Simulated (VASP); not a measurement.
Here is a VASP 6.6.1 calculation.

INCAR

```
  PREC = Accurate
  ENCUT = 520
  EDIFF = 1E-7
  ISMEAR = 0
  SIGMA = 0.1
  LREAL = F
  LASPH = T
  NELM = 80
  ALGO = Normal
  ISIF = 2
  LWAVE = F
  LCHARG = F
  GGA = PE
  NBANDS = 21
```

KPOINTS

```
regular mesh
0
Gamma
  8 14 6
```

POSCAR

```
Al3SiNO
1.0
    5.3153205915      0.0000000000     -0.0090825566
    0.0000000000      2.8283989888      0.0000000000
   -2.6653490584      0.0000000000      5.9367422502
Al Si N O
3 1 1 1
Direct
    0.6514538046      0.0000000000      0.8886543584
    0.3485461954      0.0000000000      0.1113456416
    0.0000000000      0.5000000000      0.5000000000
    0.5000000000      0.5000000000      0.5000000000
    0.5000000000      0.5000000000      0.0000000000
    0.0000000000      0.0000000000      0.0000000000
```

Potentials or basis: VASP PAW PBE potentials, release 64 (Al, Si, N, O).

The run is started by

```sh
$ cat potpaw_PBE.64/Al/POTCAR potpaw_PBE.64/Si/POTCAR potpaw_PBE.64/N/POTCAR potpaw_PBE.64/O/POTCAR > POTCAR
$ mpirun -np 1 vasp_std > vasp.out
```

(1) Estimate the pressure.

(2) What does it give for the band gap on the k mesh?

Results:

(1) -0.1 GPa.

(2) zero (bands 12 and 13 overlap by 2.87 eV).
